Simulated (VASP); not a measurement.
# Be2C (Fm-3m) in VASP: dielectric tensor with PBE

Aim: the dielectric tensor of Be2C with PBE.

Program: VASP 6.6.1. These are calculated values, not measurements. Logs are shortened: lines on timing, memory, paths and dates and some standing lists are left out, and cuts for length are marked.

### Step 1. The cell of the first run

It takes space group Fm-3m (No. 225, cubic). Conventional cell: a = 4.330 Å, b = 4.330 Å, c = 4.330 Å, α = 90.00°, β = 90.00°, γ = 90.00°. Within 2.5 Å of Be (site symmetry -43m) lie 4 C at 1.87 Å and 6 Be at 2.17 Å. C (site symmetry m-3m) has 8 Be at 1.87 Å within 2.5 Å.

### Step 2. Dielectric tensor, PBE

INCAR

```
SYSTEM = Be2C
PREC = Accurate
ENCUT = 520
EDIFF = 1E-8
ISMEAR = 0
SIGMA = 0.01
LREAL = .FALSE.
LASPH = .TRUE.
NELM = 120
ALGO = Normal
ISIF = 2
LWAVE = .FALSE.
LCHARG = .FALSE.
GGA = PE
LEPSILON = .TRUE.
GGA_COMPAT = .FALSE.
```

KPOINTS

```
regular mesh
0
G
  11 11 11
  0 0 0
```

POSCAR

```
Be2C
1.0
    0.0000000000      2.1650000000      2.1650000000
    2.1650000000      0.0000000000      2.1650000000
    2.1650000000      2.1650000000      0.0000000000
Be C
2 1
Direct
    0.2500000000      0.2500000000      0.2500000000
    0.7500000000      0.7500000000      0.7500000000
    0.0000000000      0.0000000000      0.0000000000
```

Potentials or basis: VASP PAW PBE potentials, release 64 (Be, C).

Started as:

```console
$ cat potpaw_PBE.64/Be/POTCAR potpaw_PBE.64/C/POTCAR > POTCAR
$ mpirun -np 1 vasp_std > vasp.out
```

OUTCAR:

```text
SYSTEM = Be2C
   PREC = Accurate
   ENCUT = 520
   EDIFF = 1E-8
   ISMEAR = 0
   LREAL = .FALSE.
   LASPH = .TRUE.
   NELM = 120
   ISIF = 2
   GGA = PE
   LEPSILON = .TRUE.

 ion  position               nearest neighbor table
   1  0.250  0.250  0.250-   3 1.87   3 1.87   3 1.87   3 1.87   2 2.17   2 2.17   2 2.17   2 2.17
                             2 2.17   2 2.17
   2  0.750  0.750  0.750-   3 1.87   3 1.87   3 1.87   3 1.87   1 2.17   1 2.17   1 2.17   1 2.17
                             1 2.17   1 2.17
   3  0.000  0.000  0.000-   2 1.87   2 1.87   2 1.87   1 1.87   2 1.87   1 1.87   1 1.87   1 1.87

  LATTYP: Found a face centered cubic cell.
 ALAT       =     4.3300000000

  Lattice vectors:

 A1 = (   0.0000000000,   2.1650000000,   2.1650000000)
 A2 = (   2.1650000000,   0.0000000000,   2.1650000000)
 A3 = (   2.1650000000,   2.1650000000,   0.0000000000)

Analysis of symmetry for initial positions (statically):
=====================================================================
 Subroutine PRICEL returns:
 Original cell was already a primitive cell.

 Routine SETGRP: Setting up the symmetry group for a
 face centered cubic supercell.

 Subroutine GETGRP returns: Found 48 space group operations
 (whereof 48 operations were pure point group operations)
 out of a pool of 48 trial point group operations.

The static configuration has the point symmetry O_h .

Analysis of symmetry for dynamics (positions and initial velocities):
=====================================================================
 Subroutine PRICEL returns:
 Original cell was already a primitive cell.

 Routine SETGRP: Setting up the symmetry group for a
 face centered cubic supercell.

 Subroutine GETGRP returns: Found 48 space group operations
 (whereof 48 operations were pure point group operations)
 out of a pool of 48 trial point group operations.

The dynamic configuration has the point symmetry O_h .

 Subroutine INISYM returns: Found 48 space group operations
 (whereof 48 operations are pure point group operations),
 and found     1 'primitive' translations

----------------------------------------------------------------------------------------

                                     Primitive cell

  volume of cell :      20.2957

  direct lattice vectors                    reciprocal lattice vectors
     0.000000000  2.165000000  2.165000000    -0.230946882  0.230946882  0.230946882
     2.165000000  0.000000000  2.165000000     0.230946882 -0.230946882  0.230946882
     2.165000000  2.165000000  0.000000000     0.230946882  0.230946882 -0.230946882

  length of vectors
     3.061772363  3.061772363  3.061772363     0.400011734  0.400011734  0.400011734

  position of ions in fractional coordinates (direct lattice)
     0.250000000  0.250000000  0.250000000
     0.750000000  0.750000000  0.750000000
     0.000000000  0.000000000  0.000000000

  ion indices of the primitive-cell ions
   primitive index   ion index
                 1           1
                 2           2
                 3           3

----------------------------------------------------------------------------------------

 KPOINTS: regular mesh

Automatic generation of k-mesh.
 Grid dimensions read from file:
 generate k-points for:   11   11   11

 Generating k-lattice:

  Cartesian coordinates                     Fractional coordinates (reciprocal lattice)
    -0.020995171  0.020995171  0.020995171     0.090909091  0.000000000  0.000000000
     0.020995171 -0.020995171  0.020995171     0.000000000  0.090909091  0.000000000
     0.020995171  0.020995171 -0.020995171     0.000000000  0.000000000  0.090909091

  Length of vectors
     0.036364703  0.036364703  0.036364703

  Shift w.r.t. Gamma in fractional coordinates (k-lattice)
     0.000000000  0.000000000  0.000000000

 Subroutine IBZKPT returns following result:
 ===========================================

 Found     56 irreducible k-points:

 Following reciprocal coordinates:
            Coordinates               Weight
  0.000000  0.000000  0.000000      1.000000
  0.090909  0.000000  0.000000      8.000000
  0.181818  0.000000  0.000000      8.000000
  0.272727  0.000000  0.000000      8.000000
  0.363636  0.000000  0.000000      8.000000
  0.454545  0.000000  0.000000      8.000000
[... 16 lines left out ...]
 -0.272727  0.181818  0.000000     24.000000
 -0.181818  0.181818  0.000000     12.000000
 [... further k-points ...]
   k-points           NKPTS =     56   k-points in BZ     NKDIM =     56   number of bands    NBANDS=      8
   number of dos      NEDOS =    301   number of ions     NIONS =      3
   total plane-waves  NPLWV =  13824
   dimension x,y,z NGX =    24 NGY =   24 NGZ =   24
[... 15 lines left out ...]
   LREAL  =      F    real-space projection
   EDIFFG = 0.1E-06   stopping-criterion for IOM
   NSW    =      0    number of steps for IOM
   IBRION =     -1    ionic relax: 0-MD 1-quasi-New 2-CG
   NFREE  =      0    steps in history (QN), initial steepest desc. (CG)
   ISIF   =      2    stress and relaxation
   ISYM   =      2    0-nonsym 1-usesym 2-fastsym
   POTIM  = 0.5000    time-step for ionic-motion
   TEBEG  =    0.0;   TEEND  =   0.0 temperature during run
   PSTRESS=    0.0 pullay stress
   NELECT =       8.0000    total number of electrons
   NUPDOWN=      -1.0000    fix difference up-down
   EMIN   =  10.00;   EMAX   =-10.00  energy-range for DOS
   EFERMI =   0.00;   METHOD = LEGACY
   ISMEAR =     0;   SIGMA  =   0.01  broadening in eV -4-tet -1-fermi 0-gaus
   EFERMI_NEDOS =   21; number of points for ismear=-14 and -15
   IALGO  =     38    algorithm
   IMIX   =      4    mixing-type and parameters
     AMIX     =   0.40;   BMIX     =  1.00
     AMIX_MAG =   1.60;   BMIX_MAG =  1.00
  volume/ion in A,a.u.               =       6.77        45.65
  Fermi-wavevector in a.u.,A,eV,Ry     =   1.200338  2.268310 19.603432  1.440812
  Thomas-Fermi vector in A             =   2.336177
   LORBIT       =      0    0 simple, 1 ext, 2 COOP (PROOUT), +10 PAW based schemes
   GGA     = PE    functional components
   LHFCALC =     F    Hartree Fock is set to
   AEXX    =    0.0000 exact exchange contribution
   IVDW    =     0    specifies the selected vdW correction
   LEPSILON=     T    determine dielectric tensor
   LRPA    =     F    only Hartree local field effects (RPA)
 non-spin polarized calculation
 Gauss-broadening in eV      SIGMA  =   0.01
  energy-cutoff  :      520.00
  volume of cell :       20.30
 maximum number of plane-waves:       560
   NGX = 11   NGY = 11   NGZ = 11

--------------------------------------- Ionic step        1  -------------------------------------------

 number of electron       8.0000000 magnetization

 E-fermi :   7.8503     XC(G=0): -11.4364

 val. band max:        7.7239246077   @ k =   0.0000   0.0000   0.0000
 cond. band min:       8.9770167249   @ k =   0.4545   0.4545   0.0000
 fundamental gap:      1.2530921173
 Fermi energy:         7.8503028302

 k-point     1 :       0.0000    0.0000    0.0000
  band No.  band energies     occupation
      1      -7.3118      2.00000
      2       7.7239      2.00000
      3       7.7239      2.00000
      4       7.7239      2.00000
      5      11.8505      0.00000
      6      11.8505      0.00000
      7      11.8505      0.00000
      8      14.4685      0.00000
[... 243 lines left out ...]
 k-point    24 :      -0.1818    0.1818    0.0000
  band No.  band energies     occupation
      1      -5.9478      2.00000
      2       2.8252      2.00000
      3       4.2385      2.00000
      4       6.7088      2.00000
      5      13.6368      0.00000
      6      13.8539      0.00000
      7      15.3886      0.00000
      8      15.7806      0.00000

 [... further k-points ...]

  FORCE on cell =-STRESS in cart. coord.  units (eV):
  Direction    XX          YY          ZZ          XY          YZ          ZX
  --------------------------------------------------------------------------------------
  -------------------------------------------------------------------------------------
  Total        0.0218817      0.0218817      0.0218817     -0.0000000      0.0000000      0.0000000
  in kB        1.7273786      1.7273786      1.7273786     -0.0000000      0.0000000      0.0000000
  external PRESSURE =       1.7273786 kB  Pullay stress =       0.0000000 kB

 VOLUME and BASIS-vectors are now :
 -----------------------------------------------------------------------------
  energy-cutoff  :      520.00
  volume of cell :       20.30
      direct lattice vectors                 reciprocal lattice vectors
     0.000000000  2.165000000  2.165000000    -0.230946882  0.230946882  0.230946882
     2.165000000  0.000000000  2.165000000     0.230946882 -0.230946882  0.230946882
     2.165000000  2.165000000  0.000000000     0.230946882  0.230946882 -0.230946882

 POSITION                                       TOTAL-FORCE (eV/Angst)
 -----------------------------------------------------------------------------------
      1.08250      1.08250      1.08250         0.000000      0.000000      0.000000
      3.24750      3.24750      3.24750        -0.000000     -0.000000     -0.000000
      0.00000      0.00000      0.00000         0.000000      0.000000      0.000000
 -----------------------------------------------------------------------------------
    total drift:                               -0.000000      0.000000      0.000000

  FREE ENERGIE OF THE ION-ELECTRON SYSTEM (eV)
  ---------------------------------------------------
  free  energy   TOTEN  =       -17.4557956897 eV

  energy  without entropy=      -17.4557956897  energy(sigma->0) =      -17.45579569

 HEAD OF MICROSCOPIC STATIC DIELECTRIC TENSOR (INDEPENDENT PARTICLE, excluding Hartree and local field effects)
 ------------------------------------------------------
           7.259955     0.000000    -0.000000
          -0.000000     7.259955     0.000000
           0.000000     0.000000     7.259955
 ------------------------------------------------------

 Free energy of the ion-electron system (eV)
  ---------------------------------------------------
  ---------------------------------------------------
  free energy    TOTEN  =        -0.36175486 eV

  energy without entropy =       -0.36175486

------------------------ aborting loop because EDIFF is reached ----------------------------------------

--------------------------------------- Ionic step        2  -------------------------------------------

------------------------ aborting loop because EDIFF is reached ----------------------------------------

--------------------------------------- Ionic step        3  -------------------------------------------

 Free energy of the ion-electron system (eV)
  ---------------------------------------------------
  ---------------------------------------------------
  free energy    TOTEN  =        -0.36175487 eV

  energy without entropy =       -0.36175487

------------------------ aborting loop because EDIFF is reached ----------------------------------------

 PIEZOELECTRIC TENSOR FIELD DIRECTION 3  (e Angst)
 -----------------------------------------------------------------------------
     0.00005  0.00000 -0.00000           ( -0.00001  0.00000  0.00000)
     0.00000  0.00005 -0.00000           (  0.00000 -0.00001  0.00000)
    -0.00000  0.00000 -0.00062           (  0.00000  0.00000 -0.00001)

 PIEZOELECTRIC TENSOR FIELD DIRECTION 3  (C/m^2)
 -----------------------------------------------------------------------------
     0.00004  0.00000 -0.00000
     0.00000  0.00004 -0.00000
    -0.00000  0.00000 -0.00049

 MACROSCOPIC STATIC DIELECTRIC TENSOR (including local field effects in DFT)
 ------------------------------------------------------
           7.002793     0.000000    -0.000000
           0.000000     7.002793    -0.000000
           0.000000     0.000000     7.002793
 ------------------------------------------------------

 PIEZOELECTRIC TENSOR (including local field effects)  for field in x, y, z        (e  Angst)
          XX          YY          ZZ          XY          YZ          ZX
  --------------------------------------------------------------------------------
  x     0.00000     0.00000     0.00000     0.00000     0.00000     0.00000
  y     0.00000     0.00000     0.00000     0.00000     0.00000     0.00000
  z     0.00000     0.00000     0.00000     0.00000     0.00000     0.00000

 PIEZOELECTRIC TENSOR (including local field effects)  for field in x, y, z        (C/m^2)
          XX          YY          ZZ          XY          YZ          ZX
  --------------------------------------------------------------------------------
  x     0.00000     0.00000     0.00000     0.00000     0.00000     0.00000
  y     0.00000     0.00000     0.00000     0.00000     0.00000     0.00000
  z     0.00000     0.00000     0.00000     0.00000     0.00000     0.00000

 BORN EFFECTIVE CHARGES (including local field effects) (in |e|, cummulative output)
 ---------------------------------------------------------------------------------
 ion    1
    1     1.54074     0.00000     0.00000
    2    -0.00000     1.54074     0.00000
    3     0.00000     0.00000     1.54074
 ion    2
    1     1.54074     0.00000     0.00000
    2    -0.00000     1.54074    -0.00000
    3     0.00000     0.00000     1.54074
 ion    3
    1    -3.08149    -0.00000     0.00000
    2    -0.00000    -3.08149     0.00000
    3     0.00000     0.00000    -3.08149
```

Run time: 60 s. Hardware: 1 thread of Intel Xeon Platinum 8488C (Sapphire Rapids), shared host; peak memory 0.18 GiB.

What came out:

* Band gap on the k mesh: 1.25 eV, indirect (least direct gap 4.13 eV)
* Electronic dielectric tensor (diagonal): 7.00
* Born charges (mean of the diagonal): Be +1.54; C -3.08 e

Electronic dielectric tensor:
```
7.00 0.00 0.00
0.00 7.00 0.00
0.00 0.00 7.00
```

Born effective charge tensors (e):
atom 1, Be
```
1.54 0.00 0.00
0.00 1.54 0.00
0.00 0.00 1.54
```
atom 2, Be
```
1.54 0.00 0.00
0.00 1.54 0.00
0.00 0.00 1.54
```
atom 3, C
```
-3.08  0.00  0.00
 0.00 -3.08  0.00
 0.00  0.00 -3.08
```
